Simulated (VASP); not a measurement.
# NaEuC4 (F-43m) in VASP: notebook

The runs below take NaEuC4 through single point, with PBE.

All numbers are computed with VASP 6.6.1; they aren't measurements. Logs are shortened: lines on timing, memory, paths and dates and some standing lists are left out, and cuts for length are marked.

### 1 The cell of the first run

Symmetry: F-43m, No. 216, cubic system. Conventional cell: a = 6.685 Å, b = 6.685 Å, c = 6.685 Å, α = 90.00°, β = 90.00°, γ = 90.00°. Within 3.8 Å of Na (site symmetry -43m) lie 4 Eu at 2.89 Å and 12 C at 2.90 Å. Eu (site symmetry -43m) has 12 C at 2.73 Å and 4 Na at 2.89 Å within 3.6 Å. C (site symmetry 3m) has 3 C at 1.56 Å within 2.1 Å.

### 2 Single point, PBE, collinear spin, ferromagnetic start

File INCAR:

```
SYSTEM = NaEuC4
ALGO     = Normal         ! electronic algorithm
EDIFF    = 1E-6           ! SCF threshold, eV
ENCUT    = 520            ! plane-wave cutoff, eV
GGA      = PE             ! functional
ISIF     = 2              ! what is computed and relaxed
ISMEAR   = 0              ! smearing method
ISPIN    = 2              ! spin polarisation
LASPH    = .True.         ! aspherical terms in the spheres
LCHARG   = .True.         ! write CHGCAR
LELF     = .True.         ! ELF
LMAXMIX  = 6              ! l up to which the mixer works
LORBIT   = 11             ! projections on sites
LREAL    = .False.        ! projectors in reciprocal space
LVHAR    = .True.       
LWAVE    = .False.        ! write WAVECAR
MAGMOM   = 0 7 0 0 0 0    ! initial moments
NBANDS   = 33             ! bands
NELM     = 150            ! most SCF steps
PREC     = Accurate       ! precision mode
SIGMA    = 0.1            ! smearing width, eV
```

File KPOINTS:

```
k-points
0
Gamma
  4 4 4
  0 0 0
```

File POSCAR:

```
NaEuC4
1.0
    0.0000000000      3.3422651462      3.3422651462
    3.3422651462      0.0000000000      3.3422651462
    3.3422651462      3.3422651462      0.0000000000
Na Eu C
1 1 4
Direct
    0.5000000000      0.5000000000      0.5000000000
    0.7500000000      0.7500000000      0.7500000000
    0.7516948489      0.0827683837      0.0827683837
    0.0827683837      0.0827683837      0.0827683837
    0.0827683837      0.7516948489      0.0827683837
    0.0827683837      0.0827683837      0.7516948489
```

Potentials or basis: VASP PAW PBE potentials, release 64 (Na_pv, Eu, C).

Launch:

```console
cat potpaw_PBE.64/Na_pv/POTCAR potpaw_PBE.64/Eu/POTCAR potpaw_PBE.64/C/POTCAR > POTCAR
mpirun -np 1 vasp_std > vasp.out
```

OUTCAR:

```text
SYSTEM = NaEuC4
   EDIFF = 1E-6
   ENCUT = 520
   GGA = PE
   ISIF = 2
   ISMEAR = 0
   ISPIN = 2
   LASPH = .True.
   LORBIT = 11
   LREAL = .False.
   NELM = 150
   PREC = Accurate

 ion  position               nearest neighbor table
   1  0.500  0.500  0.500-   2 2.89   2 2.89   2 2.89   2 2.89
   2  0.750  0.750  0.750-   3 2.73   5 2.73   6 2.73   3 2.73   4 2.73   5 2.73   3 2.73   4 2.73
                             6 2.73   4 2.73   5 2.73   6 2.73   1 2.89   1 2.89   1 2.89   1 2.89
   3  0.752  0.083  0.083-   4 1.56   5 1.56   6 1.56   2 2.73   2 2.73   2 2.73
   4  0.083  0.083  0.083-   3 1.56   5 1.56   6 1.56   2 2.73   2 2.73   2 2.73
   5  0.083  0.752  0.083-   3 1.56   4 1.56   6 1.56   2 2.73   2 2.73   2 2.73
   6  0.083  0.083  0.752-   3 1.56   4 1.56   5 1.56   2 2.73   2 2.73   2 2.73

  LATTYP: Found a face centered cubic cell.
 ALAT       =     6.6845302924

  Lattice vectors:

 A1 = (   0.0000000000,   3.3422651462,   3.3422651462)
 A2 = (   3.3422651462,   0.0000000000,   3.3422651462)
 A3 = (   3.3422651462,   3.3422651462,   0.0000000000)

Analysis of symmetry for initial positions (statically):
=====================================================================
 Subroutine PRICEL returns:
 Original cell was already a primitive cell.

 Routine SETGRP: Setting up the symmetry group for a
 face centered cubic supercell.

 Subroutine GETGRP returns: Found 24 space group operations
 (whereof 24 operations were pure point group operations)
 out of a pool of 48 trial point group operations.

The static configuration has the point symmetry T_d .

Analysis of symmetry for dynamics (positions and initial velocities):
=====================================================================
 Subroutine PRICEL returns:
 Original cell was already a primitive cell.

 Routine SETGRP: Setting up the symmetry group for a
 face centered cubic supercell.

 Subroutine GETGRP returns: Found 24 space group operations
 (whereof 24 operations were pure point group operations)
 out of a pool of 48 trial point group operations.

The dynamic configuration has the point symmetry T_d .

Analysis of structural, dynamic, and magnetic symmetry:
=====================================================================
 Subroutine PRICEL returns:
 Original cell was already a primitive cell.

 Routine SETGRP: Setting up the symmetry group for a
 face centered cubic supercell.

 Subroutine GETGRP returns: Found 24 space group operations
[... 133 lines left out ...]

 Free energy of the ion-electron system (eV)
  ---------------------------------------------------
  ext. energy  EPLUGINS =         0.00000000
  ---------------------------------------------------
  free energy    TOTEN  =       -43.38125228 eV

  energy without entropy =      -43.36044510  energy(sigma->0) =      -43.37084869

 E-fermi :   3.4894     XC(G=0): -10.6204

 val. band max:        3.3827393128   @ k =   0.5000   0.0000   0.0000
 cond. band min:       3.5164143282   @ k =   0.5000   0.2500   0.0000
 fundamental gap:      0.1336750154
 Fermi energy:         3.4894434764

 spin component 1

 k-point     1 :       0.0000    0.0000    0.0000
  band No.  band energies     occupation
      1     -37.6650      1.00000
      2     -20.8148      1.00000
      3     -20.8148      1.00000
      4     -20.8148      1.00000
      5     -16.3698      1.00000
      6     -16.3698      1.00000
[... 269 lines left out ...]
     31      10.8178      0.00000
     32      11.1133      0.00000
 Fermi energy:         3.4894434764

 spin component 2

 k-point     1 :       0.0000    0.0000    0.0000
  band No.  band energies     occupation
      1     -34.7203      1.00000
      2     -20.8036      1.00000
      3     -20.8036      1.00000
      4     -20.8036      1.00000
      5     -16.0068      1.00000
      6     -14.2856      1.00000
[... 269 lines left out ...]
     31      11.0852      0.00000
     32      11.4843      0.00000
 [bands above 32 left out]

------------------------ aborting loop because EDIFF is reached ----------------------------------------

  FORCE on cell =-STRESS in cart. coord.  units (eV):
  Direction    XX          YY          ZZ          XY          YZ          ZX
  --------------------------------------------------------------------------------------
  -------------------------------------------------------------------------------------
  Total        0.0171876      0.0171876      0.0171876      0.0000000      0.0000000      0.0000000
  in kB        0.3687844      0.3687844      0.3687844      0.0000000      0.0000000      0.0000000
  external PRESSURE =       0.3687844 kB  Pullay stress =       0.0000000 kB

 VOLUME and BASIS-vectors are now :
 -----------------------------------------------------------------------------
  energy-cutoff  :      520.00
  volume of cell :       74.67
      direct lattice vectors                 reciprocal lattice vectors
     0.000000000  3.342265146  3.342265146    -0.149599143  0.149599143  0.149599143
     3.342265146  0.000000000  3.342265146     0.149599143 -0.149599143  0.149599143
     3.342265146  3.342265146  0.000000000     0.149599143  0.149599143 -0.149599143

 POSITION                                       TOTAL-FORCE (eV/Angst)
 -----------------------------------------------------------------------------------
      3.34227      3.34227      3.34227        -0.000000     -0.000000     -0.000000
      5.01340      5.01340      5.01340        -0.000000     -0.000000     -0.000000
      0.55327      2.78900      2.78900         0.068554     -0.068554     -0.068554
      0.55327      0.55327      0.55327         0.068554      0.068554      0.068554
      2.78900      0.55327      2.78900        -0.068554      0.068554     -0.068554
      2.78900      2.78900      0.55327        -0.068554     -0.068554      0.068554
 -----------------------------------------------------------------------------------
    total drift:                                0.000000      0.000000      0.000000

  FREE ENERGIE OF THE ION-ELECTRON SYSTEM (eV)
  ---------------------------------------------------
  free  energy   TOTEN  =       -43.3812522815 eV

  energy  without entropy=      -43.3604450970  energy(sigma->0) =      -43.37084869

 total charge

# of ion       s       p       d       f       tot
--------------------------------------------------
    1        0.064   5.989   0.000   0.000   6.053
    2        2.022   5.739   0.478   6.474  14.714
    3        0.885   1.514   0.000   0.000   2.399
    4        0.885   1.514   0.000   0.000   2.399
    5        0.885   1.514   0.000   0.000   2.399
    6        0.885   1.514   0.000   0.000   2.399
--------------------------------------------------
tot          5.628  17.782   0.478   6.474  30.363

 magnetization (x)

# of ion       s       p       d       f       tot
--------------------------------------------------
    1        0.007   0.003   0.000   0.000   0.011
    2       -0.014  -0.109   0.088   6.368   6.333
    3       -0.028  -0.075   0.000   0.000  -0.103
    4       -0.028  -0.075   0.000   0.000  -0.103
    5       -0.028  -0.075   0.000   0.000  -0.103
    6       -0.028  -0.075   0.000   0.000  -0.103
--------------------------------------------------
tot         -0.118  -0.407   0.088   6.368   5.931
```

OSZICAR:

```text
N       E                     dE             d eps       ncg     rms          rms(c)
DAV:   1     0.298030159844E+03    0.29803E+03   -0.15849E+04  1576   0.457E+03
DAV:   2     0.456982788265E+01   -0.29346E+03   -0.26001E+03  1496   0.578E+02
DAV:   3    -0.404648920985E+02   -0.45035E+02   -0.43849E+02  1638   0.153E+02
[... 17 lines left out ...]
DAV:  21    -0.433812237028E+02    0.82090E-04   -0.11648E-03  1871   0.639E-01    0.150E-01
DAV:  22    -0.433811699146E+02    0.53788E-04   -0.30748E-04  1711   0.266E-01    0.172E-01
DAV:  23    -0.433812483412E+02   -0.78427E-04   -0.98468E-05  1783   0.153E-01    0.800E-02
DAV:  24    -0.433812543312E+02   -0.59900E-05   -0.19867E-05  1874   0.509E-02    0.282E-02
DAV:  25    -0.433812520273E+02    0.23039E-05   -0.86451E-06  1292   0.464E-02    0.325E-02
DAV:  26    -0.433812522815E+02   -0.25420E-06   -0.66289E-07   743   0.150E-02
   1 F= -.43381252E+02 E0= -.43370849E+02  d E =-.208072E-01  mag=     5.9999
```

stdout:

```text
POSCAR found type information on POSCAR NaEuC
 POSCAR found :  3 types and       6 ions
 scaLAPACK will be used
 LDA part: xc-table for (Slater+PW92), standard interpolation
 POSCAR, INCAR and KPOINTS ok, starting setup
 FFT: planning ... GRIDC
 FFT: planning ... GRID_SOFT
 FFT: planning ... GRID
 WAVECAR not read
 entering main loop
```

Wall time 1.8 min (1 thread of Oxide Virtual Turin-like, shared host); peak memory 0.23 GiB.

What came out:

* Free energy: -43.3813 eV
* Pressure: 0.0 GPa
* Largest force: 0.119 eV/Å
* Band gap on the k mesh: zero (filled and empty bands overlap)
* Net moment: 6.00 μB per cell
* Site moments: Na +0.01; Eu +6.33; C -0.10 μB
* Valence electrons inside the program's atomic spheres: Na 6.05; Eu 14.71; C 2.40

Forces on the atoms (eV/Å):
```
Na   0.000  0.000  0.000
Eu   0.000  0.000  0.000
C    0.069 -0.069 -0.069
C    0.069  0.069  0.069
C   -0.069  0.069 -0.069
C   -0.069 -0.069  0.069
```

Caveat: the k points lie up to 0.41 Å⁻¹ apart; spin-orbit coupling is left out, which moves the levels of the heavy elements; without U or exact exchange the open f shell lies at the Fermi level, which spoils levels, moments and volumes.

### 3 Single point, PBE, collinear spin, ferromagnetic start

This run uses another cell than the first one, of 16.58 Å³/atom, 1.332 times its volume.

File INCAR:

```
SYSTEM = NaEuC4
ALGO = Normal
EDIFF = 1E-7
ENCUT = 520
GGA = PE
ISIF = 2
ISMEAR = 0
ISPIN = 2
LASPH = .TRUE.
LCHARG = .FALSE.
LMAXMIX = 6
LORBIT = 11
LREAL = .FALSE.
LWAVE = .FALSE.
MAGMOM = 0 7 0 0 0 0
NBANDS = 33
NELM = 150
PREC = Accurate
SIGMA = 0.1
```

File KPOINTS:

```
k-points
0
G
  4 4 4
  0 0 0
```

File POSCAR:

```
NaEuC4
1.0
    0.0000000000      3.6777023200      3.6777023200
    3.6777023200      0.0000000000      3.6777023200
    3.6777023200      3.6777023200      0.0000000000
Na Eu C
1 1 4
Direct
    0.5000000000      0.5000000000      0.5000000000
    0.7500000000      0.7500000000      0.7500000000
    0.6301557600      0.1232814100      0.1232814100
    0.1232814100      0.1232814100      0.1232814100
    0.1232814100      0.6301557600      0.1232814100
    0.1232814100      0.1232814100      0.6301557600
```

Potentials or basis: VASP PAW PBE potentials, release 64 (Na_pv, Eu, C).

Launch:

```console
cat potpaw_PBE.64/Na_pv/POTCAR potpaw_PBE.64/Eu/POTCAR potpaw_PBE.64/C/POTCAR > POTCAR
mpirun -np 1 vasp_std > vasp.out
```

It took 3.5 min on 1 thread of Oxide Virtual Turin-like, shared host; peak memory 0.27 GiB.

It converged, with:

```yaml
Free_energy: -33.8038 eV
Pressure: -17.7 GPa
Largest_force: 1.163 eV/Å
Net_moment: 7.82 μB per cell
Site_moments: Na +0.01; Eu +6.48; C +0.12 μB
Valence_electrons_inside_the_program's_atomic_spheres: Na 6.04; Eu 14.62; C 2.01
```

Forces in eV/Å, atoms in the order of the input:
```
Na   0.000  0.000  0.000
Eu   0.000  0.000  0.000
C   -0.671  0.671  0.671
C   -0.671 -0.671 -0.671
C    0.671 -0.671  0.671
C    0.671  0.671 -0.671
```

Levels at points of the mesh, in eV from the Fermi level:
Spin up:
```csv
k point,band 20,band 21,band 22,band 23,band 24,band 25,band 26,band 27,band 28,band 29
"(0.00, 0.00, 0.00)",-0.36,-0.35,-0.30,-0.30,-0.30,2.59,2.67,2.67,2.67,3.70
"(0.50, 0.00, 0.00)",-0.37,-0.34,-0.19,-0.18,-0.18,0.34,0.34,0.92,2.58,2.70
"(0.50, 0.50, 0.00)",-0.34,-0.34,-0.30,-0.30,0.14,0.32,0.50,0.50,0.54,3.39
```
Spin down:
| k point | band 15 | band 16 | band 17 | band 18 | band 19 | band 20 |
| --- | --- | --- | --- | --- | --- | --- |
| (0.00, 0.00, 0.00) | -2.36 | -1.63 | -1.63 | 2.79 | 2.92 | 2.92 |
| (0.50, 0.00, 0.00) | -0.16 | -0.15 | -0.15 | 0.54 | 0.54 | 1.10 |
| (0.50, 0.50, 0.00) | 0.03 | 0.06 | 0.39 | 0.42 | 0.58 | 0.62 |

Caveat: the k points lie up to 0.37 Å⁻¹ apart; spin-orbit coupling is left out, which moves the levels of the heavy elements; without U or exact exchange the open f shell lies at the Fermi level, which spoils levels, moments and volumes; forces of over 1 eV/Å act on the atoms, so gaps and moduli don't describe the material at rest. The state reached can hang on the start; a lower one may exist.

(Continued in part 2 of 2.)
